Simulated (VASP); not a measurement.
# SnPbO2 (Pmma) in VASP: single point with PBE

Aim: the single point of SnPbO2 with PBE.

All numbers are computed with VASP 6.6.1; they aren't measurements. Logs are shortened: lines on timing, memory, paths and dates and some standing lists are left out, and cuts for length are marked.

## 1. The cell of the first run

The structure is orthorhombic, space group Pmma (No. 51). The conventional cell has a = 5.603 Å, b = 5.590 Å, c = 5.169 Å, α = 90.00°, β = 90.00°, γ = 90.00°. Within 3.0 Å of Sn (site symmetry mm2) lie 4 O at 2.23 Å. Pb (site symmetry mm2) has 4 O at 2.37 Å within 3.1 Å. O (site symmetry 2) has 2 Sn at 2.23 Å and 2 Pb at 2.37 Å and 4 O at 2.70 to 2.89 Å within 3.0 Å.

## 2. Single point, PBE

File INCAR:

```
SYSTEM = SnPbO2
  ALGO = Normal
  EDIFF = 1E-6
  ENCUT = 520
  GGA = PE
  ISIF = 2
  ISMEAR = 0
  LASPH = .TRUE.
  LCHARG = .TRUE.
  LELF = .TRUE.
  LREAL = .FALSE.
  LVHAR = .TRUE.
  LWAVE = .FALSE.
  NBANDS = 50
  NELM = 80
  PREC = Accurate
  SIGMA = 0.15
```

File KPOINTS:

```
k-points
0
G
  2 2 3
  0 0 0
```

File POSCAR:

```
SnPbO2
1.0
    5.6027450768      0.0000000000      0.0000000000
    0.0000000000      5.5904216219      0.0000000000
    0.0000000000      0.0000000000      5.1688666023
Sn Pb O
2 2 4
Direct
    0.7500000000      0.0000000000      0.7883000752
    0.2500000000      0.0000000000      0.2116999248
    0.7500000000      0.5000000000      0.2416129975
    0.2500000000      0.5000000000      0.7583870025
    0.5000000000      0.2412452100      0.0000000000
    0.0000000000      0.2412452100      0.0000000000
    0.0000000000      0.7587547900      0.0000000000
    0.5000000000      0.7587547900      0.0000000000
```

Potentials or basis: VASP PAW PBE potentials, release 64 (Sn_d, Pb_d, O).

Run with:

```
cat potpaw_PBE.64/Sn_d/POTCAR potpaw_PBE.64/Pb_d/POTCAR potpaw_PBE.64/O/POTCAR > POTCAR
mpirun -np 1 vasp_std > vasp.out
```

OUTCAR:

```text
SYSTEM = SnPbO2
   EDIFF = 1E-6
   ENCUT = 520
   GGA = PE
   ISIF = 2
   ISMEAR = 0
   LASPH = .TRUE.
   LREAL = .FALSE.
   NELM = 80
   PREC = Accurate

 ion  position               nearest neighbor table
   1  0.750  0.000  0.788-   5 2.23   6 2.23   7 2.23   8 2.23   2 3.55   2 3.55   3 3.65   3 3.65

   2  0.250  0.000  0.212-   5 2.23   6 2.23   7 2.23   8 2.23   1 3.55   1 3.55   4 3.65   4 3.65

   3  0.750  0.500  0.242-   5 2.37   6 2.37   7 2.37   8 2.37   1 3.65   1 3.65   4 3.75   4 3.75
                             4 3.87   4 3.87
   4  0.250  0.500  0.758-   5 2.37   6 2.37   7 2.37   8 2.37   2 3.65   2 3.65   3 3.75   3 3.75
                             3 3.87   3 3.87
   5  0.500  0.241  0.000-   1 2.23   2 2.23   3 2.37   4 2.37
   6  0.000  0.241  0.000-   1 2.23   2 2.23   3 2.37   4 2.37
   7  0.000  0.759  0.000-   1 2.23   2 2.23   3 2.37   4 2.37
   8  0.500  0.759  0.000-   1 2.23   2 2.23   3 2.37   4 2.37

  LATTYP: Found a simple orthorhombic cell.
 ALAT       =     5.1688666023
 B/A-ratio  =     1.0815565678
 C/A-ratio  =     1.0839407375

  Lattice vectors:

 A1 = (   0.0000000000,   0.0000000000,  -5.1688666023)
 A2 = (   0.0000000000,   5.5904216219,   0.0000000000)
 A3 = (   5.6027450768,   0.0000000000,   0.0000000000)

Analysis of symmetry for initial positions (statically):
=====================================================================
 Subroutine PRICEL returns:
 Original cell was already a primitive cell.

 Routine SETGRP: Setting up the symmetry group for a
 simple orthorhombic supercell.

 Subroutine GETGRP returns: Found  8 space group operations
 (whereof  4 operations were pure point group operations)
 out of a pool of  8 trial point group operations.

The static configuration has the point symmetry C_2h.
 The point group associated with its full space group is D_2h.

Analysis of symmetry for dynamics (positions and initial velocities):
=====================================================================
 Subroutine PRICEL returns:
 Original cell was already a primitive cell.

 Routine SETGRP: Setting up the symmetry group for a
 simple orthorhombic supercell.

 Subroutine GETGRP returns: Found  8 space group operations
 (whereof  4 operations were pure point group operations)
 out of a pool of  8 trial point group operations.

The dynamic configuration has the point symmetry C_2h.
 The point group associated with its full space group is D_2h.

 Subroutine INISYM returns: Found  8 space group operations
 (whereof  4 operations are pure point group operations),
 and found     1 'primitive' translations

----------------------------------------------------------------------------------------

                                     Primitive cell

  volume of cell :     161.8977

  direct lattice vectors                    reciprocal lattice vectors
     5.602745077  0.000000000  0.000000000     0.178483937  0.000000000  0.000000000
     0.000000000  5.590421622  0.000000000     0.000000000  0.178877385  0.000000000
     0.000000000  0.000000000  5.168866602     0.000000000  0.000000000  0.193466010

  length of vectors
     5.602745077  5.590421622  5.168866602     0.178483937  0.178877385  0.193466010

  position of ions in fractional coordinates (direct lattice)
     0.750000000  0.000000000  0.788300075
     0.250000000  0.000000000  0.211699925
     0.750000000  0.500000000  0.241612997
     0.250000000  0.500000000  0.758387003
     0.500000000  0.241245210  0.000000000
     0.000000000  0.241245210  0.000000000
     0.000000000  0.758754790  0.000000000
     0.500000000  0.758754790  0.000000000

  ion indices of the primitive-cell ions
   primitive index   ion index
                 1           1
                 2           2
                 3           3
                 4           4
                 5           5
                 6           6
                 7           7
                 8           8

----------------------------------------------------------------------------------------

 KPOINTS: k-points

Automatic generation of k-mesh.
 Grid dimensions read from file:
 generate k-points for:    2    2    3

 Generating k-lattice:

  Cartesian coordinates                     Fractional coordinates (reciprocal lattice)
     0.089241969  0.000000000  0.000000000     0.500000000  0.000000000  0.000000000
     0.000000000  0.089438692  0.000000000     0.000000000  0.500000000  0.000000000
     0.000000000  0.000000000  0.064488670     0.000000000  0.000000000  0.333333333

  Length of vectors
     0.089241969  0.089438692  0.064488670

  Shift w.r.t. Gamma in fractional coordinates (k-lattice)
     0.000000000  0.000000000  0.000000000

 Subroutine IBZKPT returns following result:
 ===========================================

 Found      8 irreducible k-points:

 Following reciprocal coordinates:
            Coordinates               Weight
  0.000000  0.000000  0.000000      1.000000
  0.500000  0.000000  0.000000      1.000000
  0.000000  0.500000  0.000000      1.000000
  0.500000  0.500000  0.000000      1.000000
  0.000000  0.000000  0.333333      2.000000
  0.500000  0.000000  0.333333      2.000000
  0.000000  0.500000  0.333333      2.000000
  0.500000  0.500000  0.333333      2.000000
   k-points           NKPTS =      8   k-points in BZ     NKDIM =      8   number of bands    NBANDS=     50
   number of dos      NEDOS =    301   number of ions     NIONS =      8
   total plane-waves  NPLWV =  70560
   dimension x,y,z NGX =    42 NGY =   42 NGZ =   40
   dimension x,y,z NGXF=    84 NGYF=   84 NGZF=   80
   ions per type =               2   2   4
   NGX,Y,Z   is equivalent  to a cutoff of  12.46, 12.49, 12.87 a.u.
   NGXF,Y,Z  is equivalent  to a cutoff of  24.92, 24.98, 25.73 a.u.
 SYSTEM =  SnPbO2
   PREC   = accura    normal or accurate (medium, high low for compatibility)
   ISTART =      0    job   : 0-new  1-cont  2-samecut
   ICHARG =      2    charge: 1-file 2-atom 10-const
   ISPIN  =      1    spin polarized calculation?
   LNONCOLLINEAR =      F non collinear calculations
   LSORBIT =      F    spin-orbit coupling
   LASPH  =      T    aspherical Exc in radial PAW
   ENCUT  =  520.0 eV  38.22 Ry    6.18 a.u.  10.42 10.39  9.61*2*pi/ulx,y,z
   NELM   =     80;   NELMIN=  2; NELMDL= -5     # of ELM steps
   EDIFF  = 0.1E-05   stopping-criterion for ELM
   LREAL  =      F    real-space projection
   EDIFFG = 0.1E-04   stopping-criterion for IOM
   NSW    =      0    number of steps for IOM
   IBRION =     -1    ionic relax: 0-MD 1-quasi-New 2-CG
   NFREE  =      0    steps in history (QN), initial steepest desc. (CG)
   ISIF   =      2    stress and relaxation
   ISYM   =      2    0-nonsym 1-usesym 2-fastsym
   POTIM  = 0.5000    time-step for ionic-motion
   TEBEG  =    0.0;   TEEND  =   0.0 temperature during run
   PSTRESS=    0.0 pullay stress
   NELECT =      80.0000    total number of electrons
   NUPDOWN=      -1.0000    fix difference up-down
   EMIN   =  10.00;   EMAX   =-10.00  energy-range for DOS
   EFERMI =   0.00;   METHOD = LEGACY
   ISMEAR =     0;   SIGMA  =   0.15  broadening in eV -4-tet -1-fermi 0-gaus
   EFERMI_NEDOS =   21; number of points for ismear=-14 and -15
   IALGO  =     38    algorithm
   IMIX   =      4    mixing-type and parameters
     AMIX     =   0.40;   BMIX     =  1.00
     AMIX_MAG =   1.60;   BMIX_MAG =  1.00
  volume/ion in A,a.u.               =      20.24       136.57
  Fermi-wavevector in a.u.,A,eV,Ry     =   1.294269  2.445814 22.791561  1.675132
  Thomas-Fermi vector in A             =   2.425863
   LORBIT       =      0    0 simple, 1 ext, 2 COOP (PROOUT), +10 PAW based schemes
   GGA     = PE    functional components
   LHFCALC =     F    Hartree Fock is set to
   AEXX    =    0.0000 exact exchange contribution
   IVDW    =     0    specifies the selected vdW correction
   LEPSILON=     F    determine dielectric tensor
   LRPA    =     F    only Hartree local field effects (RPA)
 non-spin polarized calculation
 Gauss-broadening in eV      SIGMA  =   0.15
  energy-cutoff  :      520.00
  volume of cell :      161.90
 maximum number of plane-waves:      4396
 NGX is ok and might be reduce to    42
   NGX = 21   NGY = 21   NGZ = 19

 number of electron      80.0000023 magnetization

 Free energy of the ion-electron system (eV)
  ---------------------------------------------------
  ext. energy  EPLUGINS =         0.00000000
  ---------------------------------------------------
  free energy    TOTEN  =       -44.24318454 eV

  energy without entropy =      -44.24315225  energy(sigma->0) =      -44.24316839

 E-fermi :   5.8019     XC(G=0):  -9.5947

 val. band max:        5.4315034852   @ k =   0.0000   0.0000   0.0000
 cond. band min:       6.1776187843   @ k =   0.0000   0.0000   0.0000
 fundamental gap:      0.7461152991
 Fermi energy:         5.8019081999

 k-point     1 :       0.0000    0.0000    0.0000
  band No.  band energies     occupation
      1     -15.7524      2.00000
      2     -15.7093      2.00000
      3     -15.6634      2.00000
      4     -15.5182      2.00000
      5     -15.5140      2.00000
      6     -15.4907      2.00000
[... 42 lines left out ...]
     49      11.0548      0.00000
     50      11.1048      0.00000

 k-point     2 :       0.5000    0.0000    0.0000
  band No.  band energies     occupation
      1     -15.7136      2.00000
      2     -15.7136      2.00000
      3     -15.6025      2.00000
      4     -15.6025      2.00000
      5     -15.5002      2.00000
      6     -15.5002      2.00000
[... 42 lines left out ...]
     49      11.5199      0.00000
     50      11.5898      0.00000

 k-point     3 :       0.0000    0.5000    0.0000
  band No.  band energies     occupation
      1     -15.7579      2.00000
      2     -15.7040      2.00000
      3     -15.6720      2.00000
      4     -15.5182      2.00000
      5     -15.5132      2.00000
      6     -15.4904      2.00000
[... 254 lines left out ...]
     49      11.1236      0.00000
     50      11.6389      0.00000

 k-point     8 :       0.5000    0.5000    0.3333
  band No.  band energies     occupation
      1     -15.7264      2.00000
      2     -15.7264      2.00000
      3     -15.6015      2.00000
      4     -15.6015      2.00000
      5     -15.4982      2.00000
      6     -15.4982      2.00000
[... 42 lines left out ...]
     49      11.5175      0.00000
     50      11.5866      0.00000

------------------------ aborting loop because EDIFF is reached ----------------------------------------

  FORCE on cell =-STRESS in cart. coord.  units (eV):
  Direction    XX          YY          ZZ          XY          YZ          ZX
  --------------------------------------------------------------------------------------
  -------------------------------------------------------------------------------------
  Total        0.4358511      0.5269698      0.7556718      0.0000000      0.0000000      0.0000000
  in kB        4.3132837      5.2150149      7.4783032      0.0000000      0.0000000      0.0000000
  external PRESSURE =       5.6688673 kB  Pullay stress =       0.0000000 kB

 VOLUME and BASIS-vectors are now :
 -----------------------------------------------------------------------------
  energy-cutoff  :      520.00
  volume of cell :      161.90
      direct lattice vectors                 reciprocal lattice vectors
     5.602745077  0.000000000  0.000000000     0.178483937  0.000000000  0.000000000
     0.000000000  5.590421622  0.000000000     0.000000000  0.178877385  0.000000000
     0.000000000  0.000000000  5.168866602     0.000000000  0.000000000  0.193466010

 POSITION                                       TOTAL-FORCE (eV/Angst)
 -----------------------------------------------------------------------------------
      4.20206      0.00000      4.07462         0.000000      0.000000     -0.049052
      1.40069      0.00000      1.09425        -0.000000      0.000000      0.049052
      4.20206      2.79521      1.24887        -0.000000     -0.000000      0.010164
      1.40069      2.79521      3.92000         0.000000      0.000000     -0.010164
      2.80137      1.34866      0.00000         0.000000      0.010799      0.000000
      0.00000      1.34866      0.00000         0.000000      0.010799      0.000000
      0.00000      4.24176      0.00000        -0.000000     -0.010799     -0.000000
      2.80137      4.24176      0.00000        -0.000000     -0.010799     -0.000000
 -----------------------------------------------------------------------------------
    total drift:                                0.000000     -0.000000     -0.000000

  FREE ENERGIE OF THE ION-ELECTRON SYSTEM (eV)
  ---------------------------------------------------
  free  energy   TOTEN  =       -44.2431845420 eV

  energy  without entropy=      -44.2431522453  energy(sigma->0) =      -44.24316839
```

It took 40 s on 1 thread of Intel Xeon 6975P-C (Granite Rapids), shared host; peak memory 0.28 GiB.

Results:

| Item | Value |
| --- | --- |
| Free energy | -44.2432 eV |
| Pressure | 0.6 GPa |
| Largest force | 0.049 eV/Å |
| Band gap on the k mesh | 0.75 eV, direct |

Forces in eV/Å, atoms in the order of the input:
```
Sn   0.000  0.000 -0.049
Sn   0.000  0.000  0.049
Pb   0.000  0.000  0.010
Pb   0.000  0.000 -0.010
O    0.000  0.011  0.000
O    0.000  0.011  0.000
O    0.000 -0.011  0.000
O    0.000 -0.011  0.000
```

Caveat: the k points lie up to 0.56 Å⁻¹ apart; spin-orbit coupling is left out, which moves the levels of the heavy elements. Expect the measured gap to be larger: semilocal functionals such as PBE lack the derivative discontinuity.
